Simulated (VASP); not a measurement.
# ScICl2 (P6/mmm) in VASP: further runs

Runs on ScICl2. Level: PBE. Tasks: single point, relaxation of cell and atoms.

Program: VASP 6.6.1. These are calculated values, not measurements. Logs are shortened: lines on timing, memory, paths and dates and some standing lists are left out, and cuts for length are marked.

### Step 1. The cell of the first run

The structure is hexagonal, space group P6/mmm (No. 191). Conventional cell: a = 3.666 Å, b = 3.666 Å, c = 13.871 Å, α = 90.00°, β = 90.00°, γ = 120.00°. Sc (site symmetry 6/mmm) has 2 Cl at 2.27 Å within 3.0 Å. I (site symmetry 6/mmm) has 6 I at 3.67 Å and 2 Cl at 4.67 Å within 4.8 Å. Within 3.0 Å of Cl (site symmetry 6mm) lie 1 Sc at 2.27 Å.

### Step 2. Single point, PBE

Input file INCAR:

```
SYSTEM = ScICl2
  PREC = Accurate
  ENCUT = 520
  EDIFF = 1E-6
  ISMEAR = 0
  SIGMA = 0.1
  LREAL = .False.
  LASPH = .True.
  NELM = 100
  ALGO = Normal
  ISIF = 2
  LWAVE = .False.
  LCHARG = .True.
  GGA = PE
  LELF = .True.
  LVHAR = .True.
  NBANDS = 24
```

Input file KPOINTS:

```
Automatic mesh
0
Gamma
  15 15 4
  0 0 0
```

Input file POSCAR:

```
ScICl2
1.0
    3.6664609997      0.0000000000      0.0000000000
   -1.8332304999      3.1752483677      0.0000000000
    0.0000000000      0.0000000000     13.8705147513
Sc I Cl
1 1 2
Direct
    0.0000000000      0.0000000000      0.5000000000
    0.0000000000      0.0000000000      0.0000000000
    0.0000000000      0.0000000000      0.3366364989
    0.0000000000      0.0000000000      0.6633635011
```

Potentials or basis: VASP PAW PBE potentials, release 64 (Sc_sv, I, Cl).

Command:

```bash
> cat potpaw_PBE.64/Sc_sv/POTCAR potpaw_PBE.64/I/POTCAR potpaw_PBE.64/Cl/POTCAR > POTCAR
> mpirun -np 1 vasp_std > vasp.out
```

OUTCAR:

```text
SYSTEM = ScICl2
   PREC = Accurate
   ENCUT = 520
   EDIFF = 1E-6
   ISMEAR = 0
   LREAL = .False.
   LASPH = .True.
   NELM = 100
   ISIF = 2
   GGA = PE

 ion  position               nearest neighbor table
   1  0.000  0.000  0.500-   3 2.27   4 2.27
   2  0.000  0.000  0.000-
   3  0.000  0.000  0.337-   1 2.27
   4  0.000  0.000  0.663-   1 2.27

  LATTYP: Found a hexagonal cell.
 ALAT       =     3.6664609997
 C/A-ratio  =     3.7830798561

  Lattice vectors:

 A1 = (   3.6664609997,   0.0000000000,   0.0000000000)
 A2 = (  -1.8332304999,   3.1752483677,   0.0000000000)
 A3 = (   0.0000000000,   0.0000000000,  13.8705147513)

Analysis of symmetry for initial positions (statically):
=====================================================================
 Subroutine PRICEL returns:
 Original cell was already a primitive cell.

 Routine SETGRP: Setting up the symmetry group for a
 hexagonal supercell.

 Subroutine GETGRP returns: Found 24 space group operations
 (whereof 24 operations were pure point group operations)
 out of a pool of 24 trial point group operations.

The static configuration has the point symmetry D_6h.

Analysis of symmetry for dynamics (positions and initial velocities):
=====================================================================
 Subroutine PRICEL returns:
 Original cell was already a primitive cell.

 Routine SETGRP: Setting up the symmetry group for a
 hexagonal supercell.

 Subroutine GETGRP returns: Found 24 space group operations
 (whereof 24 operations were pure point group operations)
 out of a pool of 24 trial point group operations.

The dynamic configuration has the point symmetry D_6h.

 Subroutine INISYM returns: Found 24 space group operations
 (whereof 24 operations are pure point group operations),
 and found     1 'primitive' translations

----------------------------------------------------------------------------------------

                                     Primitive cell

  volume of cell :     161.4795

  direct lattice vectors                    reciprocal lattice vectors
     3.666461000  0.000000000  0.000000000     0.272742571  0.157467997  0.000000000
    -1.833230500  3.175248368  0.000000000     0.000000000  0.314935994  0.000000000
     0.000000000  0.000000000 13.870514751     0.000000000  0.000000000  0.072095378

  length of vectors
     3.666461000  3.666461000 13.870514751     0.314935994  0.314935994  0.072095378

  position of ions in fractional coordinates (direct lattice)
     0.000000000  0.000000000  0.500000000
     0.000000000  0.000000000  0.000000000
     0.000000000  0.000000000  0.336636499
     0.000000000  0.000000000  0.663363501

  ion indices of the primitive-cell ions
   primitive index   ion index
                 1           1
                 2           2
                 3           3
                 4           4

----------------------------------------------------------------------------------------

 KPOINTS: Automatic mesh

Automatic generation of k-mesh.
 Grid dimensions read from file:
 generate k-points for:   15   15    4

 Generating k-lattice:

  Cartesian coordinates                     Fractional coordinates (reciprocal lattice)
     0.018182838  0.010497866  0.000000000     0.066666667  0.000000000  0.000000000
     0.000000000  0.020995733  0.000000000     0.000000000  0.066666667  0.000000000
     0.000000000  0.000000000  0.018023844     0.000000000  0.000000000  0.250000000

  Length of vectors
     0.020995733  0.020995733  0.018023844

  Shift w.r.t. Gamma in fractional coordinates (k-lattice)
     0.000000000  0.000000000  0.000000000

 Subroutine IBZKPT returns following result:
 ===========================================

 Found     81 irreducible k-points:

 Following reciprocal coordinates:
            Coordinates               Weight
  0.000000  0.000000  0.000000      1.000000
  0.066667 -0.000000  0.000000      6.000000
  0.133333  0.000000  0.000000      6.000000
  0.200000 -0.000000  0.000000      6.000000
  0.266667  0.000000  0.000000      6.000000
  0.333333 -0.000000  0.000000      6.000000
[... 16 lines left out ...]
  0.333333  0.200000  0.000000     12.000000
  0.400000  0.200000  0.000000      6.000000
 [... further k-points ...]
   k-points           NKPTS =     81   k-points in BZ     NKDIM =     81   number of bands    NBANDS=     24
   number of dos      NEDOS =    301   number of ions     NIONS =      4
   total plane-waves  NPLWV =  84672
   dimension x,y,z NGX =    28 NGY =   28 NGZ =  108
   dimension x,y,z NGXF=    56 NGYF=   56 NGZF=  216
   ions per type =               1   1   2
   NGX,Y,Z   is equivalent  to a cutoff of  12.70, 12.70, 12.94 a.u.
   NGXF,Y,Z  is equivalent  to a cutoff of  25.39, 25.39, 25.89 a.u.
 SYSTEM =  ScICl2
   PREC   = accura    normal or accurate (medium, high low for compatibility)
   ISTART =      0    job   : 0-new  1-cont  2-samecut
   ICHARG =      2    charge: 1-file 2-atom 10-const
   ISPIN  =      1    spin polarized calculation?
   LNONCOLLINEAR =      F non collinear calculations
   LSORBIT =      F    spin-orbit coupling
   LASPH  =      T    aspherical Exc in radial PAW
   ENCUT  =  520.0 eV  38.22 Ry    6.18 a.u.   6.82  6.82 25.79*2*pi/ulx,y,z
   NELM   =    100;   NELMIN=  2; NELMDL= -5     # of ELM steps
   EDIFF  = 0.1E-05   stopping-criterion for ELM
   LREAL  =      F    real-space projection
   EDIFFG = 0.1E-04   stopping-criterion for IOM
   NSW    =      0    number of steps for IOM
   IBRION =     -1    ionic relax: 0-MD 1-quasi-New 2-CG
   NFREE  =      0    steps in history (QN), initial steepest desc. (CG)
   ISIF   =      2    stress and relaxation
   ISYM   =      2    0-nonsym 1-usesym 2-fastsym
   POTIM  = 0.5000    time-step for ionic-motion
   TEBEG  =    0.0;   TEEND  =   0.0 temperature during run
   PSTRESS=    0.0 pullay stress
   NELECT =      32.0000    total number of electrons
   NUPDOWN=      -1.0000    fix difference up-down
   EMIN   =  10.00;   EMAX   =-10.00  energy-range for DOS
   EFERMI =   0.00;   METHOD = LEGACY
   ISMEAR =     0;   SIGMA  =   0.10  broadening in eV -4-tet -1-fermi 0-gaus
   EFERMI_NEDOS =   21; number of points for ismear=-14 and -15
   IALGO  =     38    algorithm
   IMIX   =      4    mixing-type and parameters
     AMIX     =   0.40;   BMIX     =  1.00
     AMIX_MAG =   1.60;   BMIX_MAG =  1.00
  volume/ion in A,a.u.               =      40.37       272.43
  Fermi-wavevector in a.u.,A,eV,Ry     =   0.954448  1.803646 12.394519  0.910971
  Thomas-Fermi vector in A             =   2.083196
   LORBIT       =      0    0 simple, 1 ext, 2 COOP (PROOUT), +10 PAW based schemes
   GGA     = PE    functional components
   LHFCALC =     F    Hartree Fock is set to
   AEXX    =    0.0000 exact exchange contribution
   IVDW    =     0    specifies the selected vdW correction
   LEPSILON=     F    determine dielectric tensor
   LRPA    =     F    only Hartree local field effects (RPA)
 non-spin polarized calculation
 Gauss-broadening in eV      SIGMA  =   0.10
  energy-cutoff  :      520.00
  volume of cell :      161.48
 maximum number of plane-waves:      4376
 NGX is ok and might be reduce to    28
   NGX = 13   NGY = 13   NGZ = 51

 number of electron      32.0000003 magnetization

 Free energy of the ion-electron system (eV)
  ---------------------------------------------------
  ext. energy  EPLUGINS =         0.00000000
  ---------------------------------------------------
  free energy    TOTEN  =       -14.30914659 eV

  energy without entropy =      -14.28937910  energy(sigma->0) =      -14.29926285

 E-fermi :  -0.3183     XC(G=0):  -7.0508

 val. band max:       -0.3237792523   @ k =   0.3333   0.0667   0.0000
 cond. band min:      -0.3170484324   @ k =   0.4667  -0.0000   0.5000
 fundamental gap:      0.0067308199
 Fermi energy:        -0.3183305613

 k-point     1 :       0.0000    0.0000    0.0000
  band No.  band energies     occupation
      1     -50.1206      2.00000
      2     -28.8499      2.00000
      3     -28.8499      2.00000
      4     -28.5395      2.00000
      5     -14.7119      2.00000
      6     -14.3808      2.00000
[... 16 lines left out ...]
     23       5.3402      0.00000
     24       6.6443      0.00000

 k-point     2 :       0.0667   -0.0000    0.0000
  band No.  band energies     occupation
      1     -50.1202      2.00000
      2     -28.8537      2.00000
      3     -28.8509      2.00000
      4     -28.5389      2.00000
      5     -14.6986      2.00000
      6     -14.3677      2.00000
[... 16 lines left out ...]
     23       5.4926      0.00000
     24       6.6684      0.00000

 k-point     3 :       0.1333    0.0000    0.0000
  band No.  band energies     occupation
      1     -50.1192      2.00000
      2     -28.8643      2.00000
      3     -28.8535      2.00000
      4     -28.5374      2.00000
      5     -14.6605      2.00000
      6     -14.3303      2.00000
[... 16 lines left out ...]
     23       5.9020      0.00000
     24       6.6827      0.00000

 k-point     4 :       0.2000   -0.0000    0.0000
  band No.  band energies     occupation
      1     -50.1177      2.00000
      2     -28.8800      2.00000
      3     -28.8573      2.00000
      4     -28.5351      2.00000
      5     -14.6035      2.00000
      6     -14.2741      2.00000
[... 16 lines left out ...]
     23       6.4405      0.00000
     24       6.6402      0.00000

 k-point     5 :       0.2667    0.0000    0.0000
  band No.  band energies     occupation
      1     -50.1160      2.00000
      2     -28.8978      2.00000
      3     -28.8617      2.00000
      4     -28.5325      2.00000
      5     -14.5365      2.00000
      6     -14.2078      2.00000
[... 451 lines left out ...]
 k-point    22 :       0.2667    0.2000    0.0000
  band No.  band energies     occupation
      1     -50.1127      2.00000
      2     -28.9194      2.00000
      3     -28.8823      2.00000
      4     -28.5275      2.00000
      5     -14.4055      2.00000
      6     -14.0778      2.00000
[... 16 lines left out ...]
     23       6.8936      0.00000
     24       6.9507      0.00000

 k-point    23 :       0.3333    0.2000    0.0000
  band No.  band energies     occupation
      1     -50.1119      2.00000
      2     -28.9245      2.00000
      3     -28.8878      2.00000
      4     -28.5263      2.00000
      5     -14.3714      2.00000
      6     -14.0438      2.00000
[... 16 lines left out ...]
     23       6.5316      0.00000
     24       6.7395      0.00000

 k-point    24 :       0.4000    0.2000    0.0000
  band No.  band energies     occupation
      1     -50.1116      2.00000
      2     -28.9262      2.00000
      3     -28.8898      2.00000
      4     -28.5258      2.00000
      5     -14.3593      2.00000
      6     -14.0317      2.00000
[... 16 lines left out ...]
     23       6.3716      0.00000
     24       6.6784      0.00000

 [... further k-points ...]

------------------------ aborting loop because EDIFF is reached ----------------------------------------

  FORCE on cell =-STRESS in cart. coord.  units (eV):
  Direction    XX          YY          ZZ          XY          YZ          ZX
  --------------------------------------------------------------------------------------
  -------------------------------------------------------------------------------------
  Total       -0.0420926     -0.0420926      0.1827050      0.0000000      0.0000000      0.0000000
  in kB       -0.4176374     -0.4176374      1.8127741      0.0000000      0.0000000      0.0000000
  external PRESSURE =       0.3258331 kB  Pullay stress =       0.0000000 kB

 VOLUME and BASIS-vectors are now :
 -----------------------------------------------------------------------------
  energy-cutoff  :      520.00
  volume of cell :      161.48
      direct lattice vectors                 reciprocal lattice vectors
     3.666461000  0.000000000  0.000000000     0.272742571  0.157467997  0.000000000
    -1.833230500  3.175248368  0.000000000     0.000000000  0.314935994  0.000000000
     0.000000000  0.000000000 13.870514751     0.000000000  0.000000000  0.072095378

 POSITION                                       TOTAL-FORCE (eV/Angst)
 -----------------------------------------------------------------------------------
      0.00000      0.00000      6.93526         0.000000     -0.000000      0.000000
      0.00000      0.00000      0.00000         0.000000     -0.000000      0.000000
      0.00000      0.00000      4.66932        -0.000000     -0.000000     -0.047487
      0.00000      0.00000      9.20119         0.000000      0.000000      0.047487
 -----------------------------------------------------------------------------------
    total drift:                               -0.000000      0.000000      0.000000

  FREE ENERGIE OF THE ION-ELECTRON SYSTEM (eV)
  ---------------------------------------------------
  free  energy   TOTEN  =       -14.3091465858 eV

  energy  without entropy=      -14.2893791046  energy(sigma->0) =      -14.29926285
```

Run time: 14 min. Hardware: 1 thread of AMD EPYC 7R13 (Zen 3), shared host; peak memory 0.45 GiB.

Results:

| Item | Value |
| --- | --- |
| Free energy | -14.3091 eV |
| Pressure | 0.0 GPa |
| Largest force | 0.047 eV/Å |
| Band gap on the k mesh | zero (band 16 reaches 0.78 eV, above the bottom of band 17 at -0.34 eV) |

Forces in eV/Å, atoms in the order of the input:
```
Sc   0.000  0.000  0.000
I    0.000  0.000  0.000
Cl   0.000  0.000 -0.047
Cl   0.000  0.000  0.047
```

Levels at points of the mesh, in eV from the Fermi level:
```tsv
k point	band 14	band 15	band 16	band 17	band 18	band 19
(0.00, 0.00, 0.00)	-1.09	-1.09	1.10	1.10	1.43	1.43
(0.00, 0.00, 0.50)	-1.09	-1.09	1.10	1.10	1.43	1.43
```

Caveat: spin-orbit coupling is left out, which moves the levels of the heavy elements; this functional lacks dispersion, which binds the layers, so the pressure and a relaxed spacing across them are unreliable.

### Step 3. Relaxation of cell and atoms, PBE

This run uses another cell than the first one, of 38.78 Å³/atom, 0.961 times its volume.

Input file INCAR:

```
SYSTEM = ScICl2
ALGO     = Normal         ! electronic algorithm
EDIFF    = 1E-7           ! SCF threshold, eV
EDIFFG   = -0.01          ! ionic threshold
ENCUT    = 600            ! plane-wave cutoff, eV
GGA      = PE             ! functional
IBRION   = 2              ! ionic algorithm
ISIF     = 3              ! what is computed and relaxed
ISMEAR   = 0              ! smearing method
LASPH    = .True.         ! aspherical terms in the spheres
LCHARG   = .False.        ! write CHGCAR
LREAL    = .False.        ! projectors in reciprocal space
LWAVE    = .False.        ! write WAVECAR
NELM     = 100            ! most SCF steps
NSW      = 100            ! ionic steps
PREC     = Accurate       ! precision mode
SIGMA    = 0.1            ! smearing width, eV
```

Input file KPOINTS:

```
k-points
0
Gamma
  15 15 4
  0 0 0
```

Input file POSCAR:

```
ScICl2
1.0
    3.6722193978      0.0000000000      0.0000000000
   -1.8361096989      3.1802352868      0.0000000000
    0.0000000000      0.0000000000     13.2814682658
Sc I Cl
1 1 2
Direct
    0.0000000000      0.0000000000      0.5000000000
    0.0000000000      0.0000000000      0.0000000000
    0.0000000000      0.0000000000      0.3292724649
    0.0000000000      0.0000000000      0.6707275351
```

Potentials or basis: VASP PAW PBE potentials, release 64 (Sc_sv, I, Cl).

Command:

```bash
> cat potpaw_PBE.64/Sc_sv/POTCAR potpaw_PBE.64/I/POTCAR potpaw_PBE.64/Cl/POTCAR > POTCAR
> mpirun -np 1 vasp_std > vasp.out
```

Wall time 1.8 h (1 thread of AMD EPYC, shared host); peak memory 0.55 GiB.

It converged, with:

| Quantity | Value |
| --- | --- |
| Free energy | -14.3092 eV |
| Relaxed volume | 40.20 Å³/atom |
| Relaxed cell | a = 3.666 Å, b = 3.666 Å, c = 13.817 Å, α = 90.00°, β = 90.00°, γ = 120.00° |
| Space group after relaxing (to 0.05 Å) | P6/mmm (No. 191) |
| Energy gained by relaxing | 0.7 meV/atom |
| Ionic steps | 15 |
| Pressure after relaxing | 0.0 GPa |
| Band gap on the k mesh | zero (band 16 reaches 0.80 eV, above the bottom of band 17 at -0.32 eV) |

Forces in eV/Å, atoms in the order of the input:
```
Sc   0.000  0.000  0.000
I    0.000  0.000  0.000
Cl   0.000  0.000  0.003
Cl   0.000  0.000 -0.003
```

Step by step:
```
step  energy change (eV)  largest force (eV/Å)  pressure (GPa)  volume (Å³)
   1              0.0000                0.0167            0.03       155.11
   2              0.0000                0.0906           -0.12       155.29
   3             -0.0002                0.0348           -0.04       155.19
   4             -0.0003                0.0315           -0.02       155.02
   5             -0.0006                0.0201            0.04       154.52
   6             -0.0007                0.0241            0.03       154.72
   7             -0.0011                0.0357            0.01       155.34
   8             -0.0017                0.0565           -0.04       156.58
   9             -0.0021                0.0926           -0.13       159.06
  10             -0.0021                0.0919           -0.13       159.09
  11             -0.0022                0.0861           -0.12       159.19
  12             -0.0023                0.0763           -0.11       159.39
  13             -0.0025                0.0561           -0.08       159.80
  14             -0.0027                0.0133           -0.03       160.61
  15             -0.0027                0.0027           -0.01       160.81
```

Final structure:
```xyz
4
Lattice="3.6660 0.0000 0.0000 -1.8330 3.1749 0.0000 0.0000 0.0000 13.8165" Properties=species:S:1:pos:R:3 pbc="T T T"
Sc    0.0000    0.0000    6.9083
I     0.0000    0.0000   13.8165
Cl    0.0000    0.0000    4.6391
Cl    1.8330    3.1749    9.1774
```

Levels at points of the mesh, in eV from the Fermi level:
| k point | band 14 | band 15 | band 16 | band 17 | band 18 | band 19 |
| --- | --- | --- | --- | --- | --- | --- |
| (0.00, 0.00, 0.00) | -1.07 | -1.07 | 1.10 | 1.10 | 1.43 | 1.43 |
| (0.00, 0.00, 0.50) | -1.07 | -1.07 | 1.10 | 1.10 | 1.43 | 1.43 |

Caveat: spin-orbit coupling is left out, which moves the levels of the heavy elements; this functional lacks dispersion, which binds the layers, so the pressure and a relaxed spacing across them are unreliable.
